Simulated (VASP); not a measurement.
Input of a VASP 6.6.1 run:

File INCAR:

```
SYSTEM = ScSi2
PREC = Accurate
ENCUT = 520
EDIFF = 1E-6
ISMEAR = -1
SIGMA = 0.05
LREAL = .False.
LASPH = .True.
NELM = 100
ALGO = Normal
ISIF = 2
LWAVE = .False.
LCHARG = .False.
GGA = PS
NBANDS = 16
```

The input KPOINTS:

```
Automatic mesh
0
Gamma
  13 13 11
  0 0 0
```

POSCAR

```
ScSi2
1.0
    3.6842378190      0.0000000000      0.0000000000
   -1.8421189095      3.1906435449      0.0000000000
    0.0000000000      0.0000000000      3.8956298860
Sc Si
1 2
Direct
    0.0000000000      0.0000000000      0.0000000000
    0.3333333333      0.6666666667      0.5000000000
    0.6666666667      0.3333333333      0.5000000000
```

Potentials or basis: VASP PAW PBE potentials, release 64 (Sc_sv, Si).

Launch:

```console
$ cat potpaw_PBE.64/Sc_sv/POTCAR potpaw_PBE.64/Si/POTCAR > POTCAR
$ mpirun -np 1 vasp_std > vasp.out
```

(1) Predict the pressure.

(2) Estimate the band gap on the k mesh.

Results:

(1) 18.4 GPa.

(2) zero (an odd number of electrons rules out a gap without spin polarisation).

Caveat: the cell stands under pressure; the PAW data sets were made with another functional, which shifts forces and pressure a little.
